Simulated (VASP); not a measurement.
Set up this calculation in VASP 6.6.1, as the native input.

- Task: single point
- Functional: PBE
- Potentials or basis: VASP PAW PBE potentials, release 64 (Ti_sv, Se)
- Cutoff: 500 eV
- k mesh: 24 × 24 × 12
- Occupations: fermi-dirac, width 0.03 eV
- Spin: no spin polarisation
- Dipole correction: no
- Further INCAR settings: ALGO = Normal; EDIFF = 1e-06; NBANDS = 19

The structure of TiSe2 lies in POSCAR:

```
TiSe2
1.0
    3.5400000000      0.0000000000      0.0000000000
   -1.7700000000      3.0657299294      0.0000000000
    0.0000000000      0.0000000000      6.0080000000
Ti Se
1 2
Direct
    0.0000000000      0.0000000000      0.0000000000
    0.3333333333      0.6666666667      0.2558424484
    0.6666666667      0.3333333333     -0.2558424484
```

These files were run (other wordings do the same):

INCAR

```
PREC = Accurate ; ENCUT = 500
EDIFF = 1E-6 ; ISMEAR = -1
SIGMA = 0.03 ; LREAL = F
LASPH = T ; NELM = 120
ALGO = Normal ; ISIF = 2
LWAVE = F ; LCHARG = F
GGA = PE ; NBANDS = 19
GGA_COMPAT = F
```

KPOINTS

```
regular mesh
0
Gamma
  24 24 12
```

Potentials or basis: VASP PAW PBE potentials, release 64 (Ti_sv, Se).

Launch:

```bash
$ cat potpaw_PBE.64/Ti_sv/POTCAR potpaw_PBE.64/Se/POTCAR > POTCAR
$ mpirun -np 1 vasp_std > vasp.out
```

Results of the run:

```json
{
  "Pressure": "1.2 GPa",
  "Largest force": "0.018 eV/Å",
  "Band gap on the k mesh": "zero (band 12 reaches 5.21 eV, above the bottom of band 13 at 4.60 eV)"
}
```

Caveat: this functional lacks dispersion, which binds the layers, so the pressure and a relaxed spacing across them are unreliable.

Wall time 8.6 min on 1 thread of AMD EPYC 9R45 96-Core Processor (Zen 5) (shared host), peak memory 0.77 GiB.
